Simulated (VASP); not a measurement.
# SnO (Aem2) in VASP: a series of runs

Runs on SnO. Level: PBEsol. Tasks: single point.

Program: VASP 6.6.1. These are calculated values, not measurements. Logs are shortened: lines on timing, memory, paths and dates and some standing lists are left out, and cuts for length are marked.

## 1. The cell of the first run

It takes space group Aem2 (No. 39, orthorhombic). The conventional cell has a = 9.495 Å, b = 5.381 Å, c = 5.381 Å, α = 90.00°, β = 90.00°, γ = 90.00°. Sn (site symmetry m) has 4 O at 2.19 to 2.25 Å within 2.9 Å. Within 2.9 Å of Sn (site symmetry m) lie 4 O at 2.19 to 2.25 Å. Within 2.9 Å of O (site symmetry 2) lie 4 Sn at 2.19 to 2.25 Å and 4 O at 2.69 Å. O (site symmetry 2) has 4 Sn at 2.19 to 2.25 Å and 4 O at 2.69 Å within 2.9 Å.

## 2. Single point, PBEsol (all O atoms moved -0.050 Å, as atom 5 along Cartesian [0 1 0])

Input file INCAR:

```
SYSTEM = SnO
PREC = Accurate
ENCUT = 520
EDIFF = 1E-7
ISMEAR = 0
SIGMA = 0.15
LREAL = .False.
LASPH = .True.
NELM = 60
ALGO = Fast
ISIF = 2
LWAVE = .False.
LCHARG = .False.
GGA = PS
NBANDS = 50
```

Input file KPOINTS:

```
regular mesh
0
Gamma
  10 10 4
  0 0 0
```

Input file POSCAR:

```
SnO
1.0
    2.6904553516     -2.6904757566      0.0000000000
    2.6904553516      2.6904757566      0.0000000000
    0.0000000000      0.0000000000      9.4948200140
Sn O
4 4
Direct
    0.9991897041      0.0008102959      0.9998622097
    0.0008102959      0.9991897041      0.4998622097
    0.5008102959      0.4991897041      0.2571377902
    0.4991897041      0.5008102959      0.7571377902
    0.0100717392      0.4899282608      0.3785000000
    1.0085123345      0.4914876655      0.8785000000
    0.5100717392      0.9899282608      0.3785000000
    0.5085123345     -0.0085123345      0.8785000000
```

Potentials or basis: VASP PAW PBE potentials, release 64 (Sn_d, O).

On the command line:

```bash
$ cat potpaw_PBE.64/Sn_d/POTCAR potpaw_PBE.64/O/POTCAR > POTCAR
$ mpirun -np 1 vasp_std > vasp.out
```

OUTCAR:

```text
SYSTEM = SnO
   PREC = Accurate
   ENCUT = 520
   EDIFF = 1E-7
   ISMEAR = 0
   LREAL = .False.
   LASPH = .True.
   NELM = 60
   ISIF = 2
   GGA = PS

 ion  position               nearest neighbor table
   1  0.999  0.001  1.000-   6 2.19   8 2.19   8 2.25   6 2.25   4 3.54   4 3.54   4 3.54   4 3.54
                             3 3.63   3 3.63   3 3.63   3 3.64
   2  0.001  0.999  0.500-   5 2.19   7 2.19   7 2.25   5 2.25   3 3.54   3 3.54   3 3.54   3 3.54
                             4 3.63   4 3.63   4 3.63   4 3.64
   3  0.501  0.499  0.257-   5 2.19   7 2.19   5 2.25   7 2.25   2 3.54   2 3.54   2 3.54   2 3.54
                             1 3.63   1 3.63   1 3.63   1 3.64
   4  0.499  0.501  0.757-   6 2.19   8 2.19   6 2.25   8 2.25   1 3.54   1 3.54   1 3.54   1 3.54
                             2 3.63   2 3.63   2 3.63   2 3.64
   5  0.010  0.490  0.379-   2 2.19   3 2.19   2 2.25   3 2.25
   6  0.009  0.491  0.879-   1 2.19   4 2.19   1 2.25   4 2.25
   7  0.510  0.990  0.379-   2 2.19   3 2.19   2 2.25   3 2.25
   8  0.509  0.991  0.879-   1 2.19   4 2.19   1 2.25   4 2.25

  LATTYP: Found a simple tetragonal cell.
 ALAT       =     3.8048928757
 C/A-ratio  =     2.4954237410

  Lattice vectors:

 A1 = (   2.6904553516,  -2.6904757566,   0.0000000000)
 A2 = (   2.6904553516,   2.6904757566,   0.0000000000)
 A3 = (   0.0000000000,   0.0000000000,   9.4948200140)

Analysis of symmetry for initial positions (statically):
=====================================================================
 Subroutine PRICEL returns:
 Original cell was already a primitive cell.

 Routine SETGRP: Setting up the symmetry group for a
 simple tetragonal supercell.

 Subroutine GETGRP returns: Found  4 space group operations
 (whereof  2 operations were pure point group operations)
 out of a pool of 16 trial point group operations.

The static configuration has the point symmetry C_1h.
 The point group associated with its full space group is C_2v.

Analysis of symmetry for dynamics (positions and initial velocities):
=====================================================================
 Subroutine PRICEL returns:
 Original cell was already a primitive cell.

 Routine SETGRP: Setting up the symmetry group for a
 simple tetragonal supercell.

 Subroutine GETGRP returns: Found  4 space group operations
 (whereof  2 operations were pure point group operations)
 out of a pool of 16 trial point group operations.

The dynamic configuration has the point symmetry C_1h.
 The point group associated with its full space group is C_2v.

 Subroutine INISYM returns: Found  4 space group operations
 (whereof  2 operations are pure point group operations),
 and found     1 'primitive' translations

----------------------------------------------------------------------------------------

                                     Primitive cell

  volume of cell :     137.4585

  direct lattice vectors                    reciprocal lattice vectors
     2.690455352 -2.690475757  0.000000000     0.185842147 -0.185840738  0.000000000
     2.690455352  2.690475757  0.000000000     0.185842147  0.185840738  0.000000000
     0.000000000  0.000000000  9.494820014     0.000000000  0.000000000  0.105320585

  length of vectors
     3.804892876  3.804892876  9.494820014     0.262819489  0.262819489  0.105320585

  position of ions in fractional coordinates (direct lattice)
     0.999189704  0.000810296  0.999862210
     0.000810296  0.999189704  0.499862210
     0.500810296  0.499189704  0.257137790
     0.499189704  0.500810296  0.757137790
     0.010071739  0.489928261  0.378500000
     0.008512334  0.491487666  0.878500000
     0.510071739  0.989928261  0.378500000
     0.508512334  0.991487666  0.878500000

  ion indices of the primitive-cell ions
   primitive index   ion index
                 1           1
                 2           2
                 3           3
                 4           4
                 5           5
                 6           6
                 7           7
                 8           8

----------------------------------------------------------------------------------------

 KPOINTS: regular mesh

Automatic generation of k-mesh.
 Grid dimensions read from file:
 generate k-points for:   10   10    4

 Generating k-lattice:

  Cartesian coordinates                     Fractional coordinates (reciprocal lattice)
     0.018584215 -0.018584074  0.000000000     0.100000000  0.000000000  0.000000000
     0.018584215  0.018584074  0.000000000     0.000000000  0.100000000  0.000000000
     0.000000000  0.000000000  0.026330146     0.000000000  0.000000000  0.250000000

  Length of vectors
     0.026281949  0.026281949  0.026330146

  Shift w.r.t. Gamma in fractional coordinates (k-lattice)
     0.000000000  0.000000000  0.000000000

 Subroutine IBZKPT returns following result:
 ===========================================

 Found     93 irreducible k-points:

 Following reciprocal coordinates:
            Coordinates               Weight
  0.000000  0.000000  0.000000      1.000000
  0.100000 -0.000000  0.000000      4.000000
  0.200000 -0.000000  0.000000      4.000000
  0.300000 -0.000000  0.000000      4.000000
  0.400000 -0.000000  0.000000      4.000000
  0.500000 -0.000000  0.000000      2.000000
[... 16 lines left out ...]
  0.300000  0.300000  0.000000      2.000000
 -0.300000  0.300000  0.000000      2.000000
 [... further k-points ...]
   k-points           NKPTS =     93   k-points in BZ     NKDIM =     93   number of bands    NBANDS=     50
   number of dos      NEDOS =    301   number of ions     NIONS =      8
   total plane-waves  NPLWV =  56448
   dimension x,y,z NGX =    28 NGY =   28 NGZ =   72
   dimension x,y,z NGXF=    56 NGYF=   56 NGZF=  144
   ions per type =               4   4
   NGX,Y,Z   is equivalent  to a cutoff of  12.23, 12.23, 12.61 a.u.
   NGXF,Y,Z  is equivalent  to a cutoff of  24.47, 24.47, 25.21 a.u.
 SYSTEM =  SnO
   PREC   = accura    normal or accurate (medium, high low for compatibility)
   ISTART =      0    job   : 0-new  1-cont  2-samecut
   ICHARG =      2    charge: 1-file 2-atom 10-const
   ISPIN  =      1    spin polarized calculation?
   LNONCOLLINEAR =      F non collinear calculations
   LSORBIT =      F    spin-orbit coupling
   LASPH  =      T    aspherical Exc in radial PAW
   ENCUT  =  520.0 eV  38.22 Ry    6.18 a.u.   7.07  7.07 17.65*2*pi/ulx,y,z
   NELM   =     60;   NELMIN=  2; NELMDL= -5     # of ELM steps
   EDIFF  = 0.1E-06   stopping-criterion for ELM
   LREAL  =      F    real-space projection
   EDIFFG = 0.1E-05   stopping-criterion for IOM
   NSW    =      0    number of steps for IOM
   IBRION =     -1    ionic relax: 0-MD 1-quasi-New 2-CG
   NFREE  =      0    steps in history (QN), initial steepest desc. (CG)
   ISIF   =      2    stress and relaxation
   ISYM   =      2    0-nonsym 1-usesym 2-fastsym
   POTIM  = 0.5000    time-step for ionic-motion
   TEBEG  =    0.0;   TEEND  =   0.0 temperature during run
   PSTRESS=    0.0 pullay stress
   NELECT =      80.0000    total number of electrons
   NUPDOWN=      -1.0000    fix difference up-down
   EMIN   =  10.00;   EMAX   =-10.00  energy-range for DOS
   EFERMI =   0.00;   METHOD = LEGACY
   ISMEAR =     0;   SIGMA  =   0.15  broadening in eV -4-tet -1-fermi 0-gaus
   EFERMI_NEDOS =   21; number of points for ismear=-14 and -15
   IALGO  =     68    algorithm
   IMIX   =      4    mixing-type and parameters
     AMIX     =   0.40;   BMIX     =  1.00
     AMIX_MAG =   1.60;   BMIX_MAG =  1.00
  volume/ion in A,a.u.               =      17.18       115.95
  Fermi-wavevector in a.u.,A,eV,Ry     =   1.366829  2.582933 25.418709  1.868222
  Thomas-Fermi vector in A             =   2.492935
   LORBIT       =      0    0 simple, 1 ext, 2 COOP (PROOUT), +10 PAW based schemes
   GGA     = PS    functional components
   LHFCALC =     F    Hartree Fock is set to
   AEXX    =    0.0000 exact exchange contribution
   IVDW    =     0    specifies the selected vdW correction
   LEPSILON=     F    determine dielectric tensor
   LRPA    =     F    only Hartree local field effects (RPA)
 non-spin polarized calculation
 RMM-DIIS sequential band-by-band and
 Gauss-broadening in eV      SIGMA  =   0.15
  energy-cutoff  :      520.00
  volume of cell :      137.46
 maximum number of plane-waves:      3732
   NGX = 15   NGY = 15   NGZ = 35

 number of electron      80.0000041 magnetization

 Free energy of the ion-electron system (eV)
  ---------------------------------------------------
  ext. energy  EPLUGINS =         0.00000000
  ---------------------------------------------------
  free energy    TOTEN  =       -48.41168182 eV

  energy without entropy =      -48.40846787  energy(sigma->0) =      -48.41007485

 E-fermi :   7.3067     XC(G=0): -10.6007

 val. band max:        7.2302315018   @ k =   0.1000  -0.0000   0.0000
 cond. band min:       7.3848495929   @ k =   0.5000   0.5000   0.2500
 fundamental gap:      0.1546180911
 Fermi energy:         7.3066599495

 k-point     1 :       0.0000    0.0000    0.0000
  band No.  band energies     occupation
      1     -14.7057      2.00000
      2     -14.6837      2.00000
      3     -14.2701      2.00000
      4     -14.2601      2.00000
      5     -14.2589      2.00000
      6     -14.2479      2.00000
[... 42 lines left out ...]
     49      13.0167      0.00000
     50      13.0366      0.00000

 k-point     2 :       0.1000   -0.0000    0.0000
  band No.  band energies     occupation
      1     -14.7001      2.00000
      2     -14.6805      2.00000
      3     -14.2715      2.00000
      4     -14.2579      2.00000
      5     -14.2560      2.00000
      6     -14.2473      2.00000
[... 1158 lines left out ...]
 k-point    24 :      -0.3000    0.3000    0.0000
  band No.  band energies     occupation
      1     -14.6565      2.00000
      2     -14.6435      2.00000
      3     -14.5317      2.00000
      4     -14.5286      2.00000
      5     -14.2384      2.00000
      6     -14.2375      2.00000
[... 42 lines left out ...]
     49      12.7905      0.00000
     50      13.9906      0.00000

 [... further k-points ...]

------------------------ aborting loop because EDIFF is reached ----------------------------------------

  FORCE on cell =-STRESS in cart. coord.  units (eV):
  Direction    XX          YY          ZZ          XY          YZ          ZX
  --------------------------------------------------------------------------------------
  -------------------------------------------------------------------------------------
  Total        0.3339122      0.3026550      0.3212422      0.0000000      0.0000000      0.0000000
  in kB        3.8919857      3.5276613      3.7443084      0.0000000      0.0000000      0.0000000
  external PRESSURE =       3.7213185 kB  Pullay stress =       0.0000000 kB

 VOLUME and BASIS-vectors are now :
 -----------------------------------------------------------------------------
  energy-cutoff  :      520.00
  volume of cell :      137.46
      direct lattice vectors                 reciprocal lattice vectors
     2.690455352 -2.690475757  0.000000000     0.185842147 -0.185840738  0.000000000
     2.690455352  2.690475757  0.000000000     0.185842147  0.185840738  0.000000000
     0.000000000  0.000000000  9.494820014     0.000000000  0.000000000  0.105320585

 POSITION                                       TOTAL-FORCE (eV/Angst)
 -----------------------------------------------------------------------------------
      2.69046     -2.68612      9.49351         0.000000     -0.191935      0.108081
      2.69046      2.68612      4.74610         0.000000     -0.185243      0.107991
      2.69046     -0.00436      2.44148         0.000000     -0.185243     -0.107991
      2.69046      0.00436      7.18889         0.000000     -0.191935     -0.108081
      1.34523      1.29104      3.59379         0.000000      0.190472      0.000000
      1.34523      1.29943      8.34120         0.000000      0.186706      0.000000
      4.03568      1.29104      3.59379         0.000000      0.190472      0.000000
      4.03568      1.29943      8.34120         0.000000      0.186706      0.000000
 -----------------------------------------------------------------------------------
    total drift:                                0.000000      0.000310     -0.000008

  FREE ENERGIE OF THE ION-ELECTRON SYSTEM (eV)
  ---------------------------------------------------
  free  energy   TOTEN  =       -48.4116818242 eV

  energy  without entropy=      -48.4084678690  energy(sigma->0) =      -48.41007485
```

Wall time 19 min (1 thread of Oxide Virtual Turin-like, shared host); peak memory 0.51 GiB.

What came out:

```
Free energy            : -48.4117 eV
Pressure               : 0.4 GPa
Largest force          : 0.220 eV/Å
Band gap on the k mesh : zero (bands 40 and 41 overlap by 0.10 eV)
```

Forces in eV/Å, atoms in the order of the input:
```
Sn   0.000 -0.192  0.108
Sn   0.000 -0.185  0.108
Sn   0.000 -0.185 -0.108
Sn   0.000 -0.192 -0.108
O    0.000  0.190  0.000
O    0.000  0.187  0.000
O    0.000  0.190  0.000
O    0.000  0.187  0.000
```

Levels at points of the mesh, in eV from the Fermi level:
```tsv
k point	band 37	band 38	band 39	band 40	band 41	band 42	band 43	band 44
(0.00, 0.00, 0.00)	-3.25	-3.07	-2.28	-0.09	1.51	2.05	2.68	2.70
(0.50, 0.00, 0.00)	-2.86	-2.86	-1.82	-1.82	2.57	2.57	3.17	3.17
(0.50, 0.50, 0.00)	-2.60	-2.60	-1.97	-1.97	-0.17	-0.17	2.19	2.20
(0.00, 0.00, 0.50)	-3.26	-3.26	-0.63	-0.63	1.50	1.50	3.29	3.30
(0.50, 0.00, 0.50)	-2.30	-2.30	-2.29	-2.29	2.85	2.85	2.87	2.87
(0.50, 0.50, 0.50)	-2.46	-2.46	-2.45	-2.45	0.74	0.75	0.75	0.75
```

Caveat: the cell differs from its parent crystal (all O atoms moved -0.050 Å, as atom 5 along Cartesian [0 1 0]); semilocal functionals underestimate gaps, and a narrow one can read as zero; the PAW data sets were made with another functional, which shifts forces and pressure a little; spin-orbit coupling is left out, which moves the levels of the heavy elements.

[end of part 1 of 2]

The gap in the log of VASP goes by the Fermi energy; the results here count the filled bands.